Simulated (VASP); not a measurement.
# ReS (F-43m) in VASP: single point with PBEsol

Aim: the single point of ReS with PBEsol.

Everything below comes from runs of VASP 6.6.1. Logs are shortened: lines on timing, memory, paths and dates and some standing lists are left out, and cuts for length are marked.

## Step 1: The cell of the first run

The structure is cubic, space group F-43m (No. 216). Conventional cell: a = 5.184 Å, b = 5.184 Å, c = 5.184 Å, α = 90.00°, β = 90.00°, γ = 90.00°. Re (site symmetry -43m) has 4 S at 2.24 Å within 3.0 Å. S (site symmetry -43m) has 4 Re at 2.24 Å within 3.0 Å.

## Step 2: Single point, PBEsol, collinear spin

The input, INCAR:

```
SYSTEM = ReS
  PREC = Accurate
  ENCUT = 520
  EDIFF = 1E-6
  ISMEAR = 0
  SIGMA = 0.1
  LREAL = .FALSE.
  LASPH = .TRUE.
  NELM = 150
  ALGO = Normal
  ISIF = 2
  LWAVE = .FALSE.
  LCHARG = .FALSE.
  ISPIN = 2
  MAGMOM = 2 -2 0 0
  LORBIT = 11
  LMAXMIX = 4
  GGA = PS
  NBANDS = 25
```

The input, KPOINTS:

```
Automatic mesh
0
G
  14 14 7
  0 0 0
```

The input, POSCAR:

```
ReS
1.0
    0.0000000000      2.5920438540      2.5920438540
    2.5920438540      0.0000000000      2.5920438540
    5.1840877079      5.1840877079      0.0000000000
Re S
2 2
Direct
    0.0000000000      1.0000000000      1.0000000000
    0.0000000000      1.0000000000      0.5000000000
    0.2500000000      0.2500000000      0.1250000000
    0.2500000000      0.2500000000      0.6250000000
```

Potentials or basis: VASP PAW PBE potentials, release 64 (Re, S).

Run with:

```bash
$ cat potpaw_PBE.64/Re/POTCAR potpaw_PBE.64/S/POTCAR > POTCAR
$ mpirun -np 1 vasp_std > vasp.out
```

OUTCAR:

```text
SYSTEM = ReS
   PREC = Accurate
   ENCUT = 520
   EDIFF = 1E-6
   ISMEAR = 0
   LREAL = .FALSE.
   LASPH = .TRUE.
   NELM = 150
   ISIF = 2
   ISPIN = 2
   LORBIT = 11
   GGA = PS

 ion  position               nearest neighbor table
   1  0.000  0.000  0.000-   4 2.24   3 2.24   3 2.24   3 2.24
   2  0.000  0.000  0.500-   3 2.24   4 2.24   4 2.24   4 2.24
   3  0.250  0.250  0.125-   2 2.24   1 2.24   1 2.24   1 2.24
   4  0.250  0.250  0.625-   1 2.24   2 2.24   2 2.24   2 2.24

  LATTYP: Found a trigonal (rhomboedric) cell.
 ALAT       =     6.3491848331
 COS(alpha) =     0.8333333333

  Lattice vectors:

 A1 = (   5.1840877079,   2.5920438539,  -2.5920438540)
 A2 = (   2.5920438539,   2.5920438539,  -5.1840877080)
 A3 = (   2.5920438539,   5.1840877079,  -2.5920438540)

Analysis of symmetry for initial positions (statically):
=====================================================================
 Subroutine PRICEL returns following result:

  LATTYP: Found a face centered cubic cell.
 ALAT       =     5.1840877080
[... 12 lines left out ...]
 Subroutine GETGRP returns: Found  6 space group operations
 (whereof  6 operations were pure point group operations)
 out of a pool of 12 trial point group operations.

The static configuration has the point symmetry C_3v.

Analysis of symmetry for dynamics (positions and initial velocities):
=====================================================================
 Subroutine PRICEL returns following result:

  LATTYP: Found a face centered cubic cell.
 ALAT       =     5.1840877080
[... 12 lines left out ...]
 Subroutine GETGRP returns: Found  6 space group operations
 (whereof  6 operations were pure point group operations)
 out of a pool of 12 trial point group operations.

The dynamic configuration has the point symmetry C_3v.

Analysis of structural, dynamic, and magnetic symmetry:
=====================================================================
 Subroutine PRICEL returns following result:

  LATTYP: Found a face centered cubic cell.
 ALAT       =     5.1840877080
[... 12 lines left out ...]
 Subroutine GETGRP returns: Found  6 space group operations
 (whereof  6 operations were pure point group operations)
 out of a pool of 12 trial point group operations.

The overall configuration has the point symmetry C_3v.

 Subroutine INISYM returns: Found  6 space group operations
 (whereof  6 operations are pure point group operations),
 and found     2 'primitive' translations

----------------------------------------------------------------------------------------

                                     Primitive cell

  volume of cell :      34.8303

  direct lattice vectors                    reciprocal lattice vectors
     0.000000000  2.592043854  2.592043854    -0.192897971  0.192897971  0.192897971
     2.592043854  0.000000000  2.592043854     0.192897971 -0.192897971  0.192897971
     2.592043854  2.592043854  0.000000000     0.192897971  0.192897971 -0.192897971

  length of vectors
     3.665703573  3.665703573  3.665703573     0.334109086  0.334109086  0.334109086

  position of ions in fractional coordinates (direct lattice)
     0.000000000  0.000000000  0.000000000
     0.250000000  0.250000000  0.250000000

  ion indices of the primitive-cell ions
   primitive index   ion index
                 1           1
                 2           3

----------------------------------------------------------------------------------------

 KPOINTS: Automatic mesh

Automatic generation of k-mesh.
 Grid dimensions read from file:
 generate k-points for:   14   14    7

 Generating k-lattice:

  Cartesian coordinates                     Fractional coordinates (reciprocal lattice)
    -0.013778426  0.013778426  0.013778426     0.071428571  0.000000000  0.000000000
     0.013778426 -0.013778426  0.013778426     0.000000000  0.071428571  0.000000000
     0.013778426  0.013778426 -0.013778426     0.000000000  0.000000000  0.142857143

  Length of vectors
     0.023864935  0.023864935  0.023864935

  Shift w.r.t. Gamma in fractional coordinates (k-lattice)
     0.000000000  0.000000000  0.000000000

 -----------------------------------------------------------------------------
|                                                                             |
|           W    W    AA    RRRRR   N    N  II  N    N   GGGG   !!!           |
|           W    W   A  A   R    R  NN   N  II  NN   N  G    G  !!!           |
|           W    W  A    A  R    R  N N  N  II  N N  N  G       !!!           |
[... 23 lines left out ...]
  0.142857  0.000000  0.000000      6.000000
  0.214286  0.000000  0.000000      6.000000
  0.285714  0.000000  0.000000      6.000000
  0.357143  0.000000  0.000000      6.000000
[... 16 lines left out ...]
  0.214286  0.142857  0.000000     12.000000
  0.285714  0.142857  0.000000     12.000000
 [... further k-points ...]
   k-points           NKPTS =    144   k-points in BZ     NKDIM =    144   number of bands    NBANDS=     25
   number of dos      NEDOS =    301   number of ions     NIONS =      4
   total plane-waves  NPLWV =  43904
   dimension x,y,z NGX =    28 NGY =   28 NGZ =   56
   dimension x,y,z NGXF=    56 NGYF=   56 NGZF=  112
   ions per type =               2   2
   NGX,Y,Z   is equivalent  to a cutoff of  12.70, 12.70, 12.70 a.u.
   NGXF,Y,Z  is equivalent  to a cutoff of  25.40, 25.40, 25.40 a.u.
 SYSTEM =  ReS
   PREC   = accura    normal or accurate (medium, high low for compatibility)
   ISTART =      0    job   : 0-new  1-cont  2-samecut
   ICHARG =      2    charge: 1-file 2-atom 10-const
   ISPIN  =      2    spin polarized calculation?
   LNONCOLLINEAR =      F non collinear calculations
   LSORBIT =      F    spin-orbit coupling
   LASPH  =      T    aspherical Exc in radial PAW
   ENCUT  =  520.0 eV  38.22 Ry    6.18 a.u.   6.82  6.82 13.63*2*pi/ulx,y,z
   NELM   =    150;   NELMIN=  2; NELMDL= -5     # of ELM steps
   EDIFF  = 0.1E-05   stopping-criterion for ELM
   LREAL  =      F    real-space projection
[... 7 lines left out ...]
   TEBEG  =    0.0;   TEEND  =   0.0 temperature during run
   PSTRESS=    0.0 pullay stress
   NELECT =      26.0000    total number of electrons
   NUPDOWN=      -1.0000    fix difference up-down
   EMIN   =  10.00;   EMAX   =-10.00  energy-range for DOS
   EFERMI =   0.00;   METHOD = LEGACY
   ISMEAR =     0;   SIGMA  =   0.10  broadening in eV -4-tet -1-fermi 0-gaus
   EFERMI_NEDOS =   21; number of points for ismear=-14 and -15
   IALGO  =     38    algorithm
   IMIX   =      4    mixing-type and parameters
     AMIX     =   0.40;   BMIX     =  1.00
     AMIX_MAG =   1.60;   BMIX_MAG =  1.00
  volume/ion in A,a.u.               =      17.42       117.52
  Fermi-wavevector in a.u.,A,eV,Ry     =   1.178701  2.227422 18.903060  1.389336
  Thomas-Fermi vector in A             =   2.315025
   LORBIT       =     11    0 simple, 1 ext, 2 COOP (PROOUT), +10 PAW based schemes
   GGA     = PS    functional components
   LHFCALC =     F    Hartree Fock is set to
   AEXX    =    0.0000 exact exchange contribution
   IVDW    =     0    specifies the selected vdW correction
   LEPSILON=     F    determine dielectric tensor
   LRPA    =     F    only Hartree local field effects (RPA)
 spin polarized calculation
 Gauss-broadening in eV      SIGMA  =   0.10
  energy-cutoff  :      520.00
  volume of cell :       69.66
 maximum number of plane-waves:      1901
   NGX = 13   NGY = 13   NGZ = 27

 number of electron      25.9999999 magnetization       0.0000000

 number of electron      25.9999999 magnetization      -0.0000000

 Free energy of the ion-electron system (eV)
  ---------------------------------------------------
  ext. energy  EPLUGINS =         0.00000000
  ---------------------------------------------------
  free energy    TOTEN  =       -34.18672598 eV

  energy without entropy =      -34.16086977  energy(sigma->0) =      -34.17379788

 E-fermi :   6.5233     XC(G=0): -11.4802

 val. band max:        6.5163553331   @ k =   0.5000   0.4286   0.2857
 cond. band min:       6.5246140810   @ k =   0.3571   0.2857   0.2857
 fundamental gap:      0.0082587479
 Fermi energy:         6.5232832869

 spin component 1

 k-point     1 :       0.0000    0.0000    0.0000
  band No.  band energies     occupation
      1      -9.4052      1.00000
      2      -8.3022      1.00000
      3      -0.5248      1.00000
      4       0.1577      1.00000
      5       0.1577      1.00000
      6       0.1577      1.00000
[... 661 lines left out ...]
     24      15.0033      0.00000
     25      15.7801      0.00000

 [... further k-points ...]

 spin component 2

 k-point     1 :       0.0000    0.0000    0.0000
  band No.  band energies     occupation
      1      -9.4052      1.00000
      2      -8.3022      1.00000
      3      -0.5248      1.00000
      4       0.1577      1.00000
      5       0.1577      1.00000
      6       0.1577      1.00000
[... 661 lines left out ...]
     24      15.0033      0.00000
     25      15.7808      0.00000

 [... further k-points ...]

------------------------ aborting loop because EDIFF is reached ----------------------------------------

  FORCE on cell =-STRESS in cart. coord.  units (eV):
  Direction    XX          YY          ZZ          XY          YZ          ZX
  --------------------------------------------------------------------------------------
  -------------------------------------------------------------------------------------
  Total        0.8563237      0.8563237      0.8563237      0.0003519     -0.0003519     -0.0003519
  in kB       19.6952511     19.6952511     19.6952511      0.0080927     -0.0080927     -0.0080927
  external PRESSURE =      19.6952511 kB  Pullay stress =       0.0000000 kB

 VOLUME and BASIS-vectors are now :
 -----------------------------------------------------------------------------
  energy-cutoff  :      520.00
  volume of cell :       69.66
      direct lattice vectors                 reciprocal lattice vectors
     0.000000000  2.592043854  2.592043854    -0.192897971  0.192897971  0.192897971
     2.592043854  0.000000000  2.592043854     0.192897971 -0.192897971  0.192897971
     5.184087708  5.184087708  0.000000000     0.096448985  0.096448985 -0.096448985

 POSITION                                       TOTAL-FORCE (eV/Angst)
 -----------------------------------------------------------------------------------
      0.00000      0.00000      0.00000         0.000144      0.000144     -0.000144
      2.59204      2.59204      0.00000         0.000144      0.000144     -0.000144
      1.29602      1.29602      1.29602        -0.000144     -0.000144      0.000144
      3.88807      3.88807      1.29602        -0.000144     -0.000144      0.000144
 -----------------------------------------------------------------------------------
    total drift:                               -0.000205     -0.000205      0.000205

  FREE ENERGIE OF THE ION-ELECTRON SYSTEM (eV)
  ---------------------------------------------------
  free  energy   TOTEN  =       -34.1867259826 eV

  energy  without entropy=      -34.1608697696  energy(sigma->0) =      -34.17379788

 total charge

# of ion       s       p       d       tot
------------------------------------------
    1        0.558   0.495   5.226   6.279
    2        0.558   0.495   5.226   6.279
    3        1.294   2.382   0.000   3.676
    4        1.294   2.382   0.000   3.676
--------------------------------------------------
tot          3.704   5.754  10.453  19.910

 magnetization (x)

# of ion       s       p       d       tot
------------------------------------------
    1       -0.000   0.000   0.000   0.000
    2        0.000  -0.000  -0.000  -0.000
    3        0.000   0.000   0.000   0.000
    4       -0.000  -0.000   0.000  -0.000
--------------------------------------------------
tot          0.000   0.000   0.000   0.000
```

It took 4.6 min on 1 thread of AMD EPYC 9R45 (Zen 5), shared host; peak memory 0.46 GiB.

Results:

```yaml
Free_energy: -34.1867 eV
Pressure: 2.0 GPa
Band_gap_on_the_k_mesh: zero (filled and empty bands overlap)
Net_moment: 0.00 μB per cell
Valence_electrons_inside_the_program's_atomic_spheres: Re 6.28; S 3.68
```

Caveat: the PAW data sets were made with another functional, which shifts forces and pressure a little; spin-orbit coupling is left out, which moves the levels of the heavy elements.
